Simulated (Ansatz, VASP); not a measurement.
**One calculation of CoSi, two programs**

Contents of INCAR:

```
SYSTEM = CoSi
  ALGO = Normal
  EDIFF = 1E-6
  EDIFFG = -0.01
  ENCUT = 600
  GGA = PE
  IBRION = 2
  ISIF = 3
  ISMEAR = 0
  LASPH = .TRUE.
  LCHARG = .FALSE.
  LREAL = .FALSE.
  LWAVE = .FALSE.
  NELM = 60
  NSW = 100
  PREC = Accurate
  SIGMA = 0.1
```

File KPOINTS:

```
k-points
0
G
  20 20 20
  0 0 0
```

The input POSCAR:

```
CoSi
1.0
    2.8522732086      0.0000000000      0.0000000000
    0.0000000000      2.8522732086      0.0000000000
    0.0000000000      0.0000000000      2.6406692787
Co Si
1 1
Direct
    0.5000000000      0.5000000000      0.0000000000
    0.0000000000      0.0000000000      0.5000000000
```

Input for Ansatz:

```yaml
crystal:
  lattice:
    - [2.8522732086, 0.0, 0.0]
    - [0.0, 2.8522732086, 0.0]
    - [0.0, 0.0, 2.6406692787]
  atoms:
    - { symbol: Co, position: [0.5, 0.5, 0.0] }
    - { symbol: Si, position: [0.0, 0.0, 0.5] }
basis:
  ecutwfc: 420
kpoints:
  mp_grid: { grid: [20, 20, 20] }
hamiltonian:
  xc: pbe
scf:
  occupations: { method: gaussian, width: 0.1 }
output:
  forces: true
  stress: true
  eigenvalues: true
relax:
  adjacent_minimum: "off"
  f_tol: 0.01
  max_steps: 80
  cell: { stress_tol: 0.05 }
```

Alike in both runs: task relaxation of cell and atoms; functional PBE; k mesh 20 × 20 × 20; occupations gaussian, width 0.1 eV; no spin polarisation.

|  | VASP | Ansatz |
| --- | --- | --- |
| version | VASP 6.6.1 | Ansatz 0.2.0 |
| potentials or method | VASP PAW PBE potentials, release 64 (Co, Si), cutoff 600 eV | scalar-relativistic, plane waves, PAW |
| valence electrons in the cell | 13 | 21 |

Ansatz gave:

```
gap on the k mesh at the Fermi level, each at its own relaxed structure (eV) : none
relaxed volume (Å³/atom)                                                     : 10.73
relaxed cell length with the largest relative difference (Å)                 : 2.663
```

Task: Estimate VASP's values.

Result: gap on the k mesh at the Fermi level, each at its own relaxed structure (eV): none; relaxed volume (Å³/atom): 10.73; relaxed cell length with the largest relative difference (Å): 2.666.

A gap of «none» marks a metal or a gap that the smearing closes. VASP's potentials hold 13 valence electrons a cell and Ansatz's 21, so a difference there can come from the potentials and not from the codes.
